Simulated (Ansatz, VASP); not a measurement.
**One calculation of In, two programs**

```
In
1.0
    -1.60176    1.60176    2.51106
     1.60176   -1.60176    2.51106
     1.60176    1.60176   -2.51106
In
1
Direct
  0.00000 0.00000 0.00000
```

Change from the starting cell: strain -0.015 along x and y, +0.015 along z, atoms carried along.

Alike in both runs: task single point; functional PBEsol; k mesh 20 × 20 × 20; occupations gaussian, width 0.15 eV; no spin polarisation.

|  | VASP | Ansatz |
| --- | --- | --- |
| version | VASP 6.6.1 | Ansatz 0.2.0 |
| potentials or method | VASP PAW PBE potentials, release 64 (In_d), cutoff 520 eV | scalar-relativistic, plane waves, PAW |
| valence electrons in the cell | 13 | 13 |

|  | VASP | Ansatz | Ansatz less VASP |
| --- | --- | --- | --- |
| gap on the k mesh at the Fermi level (eV) | none | none | - |
| pressure (GPa) | -0.3 | -0.3 | -0.01 |

VASP's potentials were made for PBE, not for PBEsol. A gap of «none» marks a metal or a gap that the smearing closes.
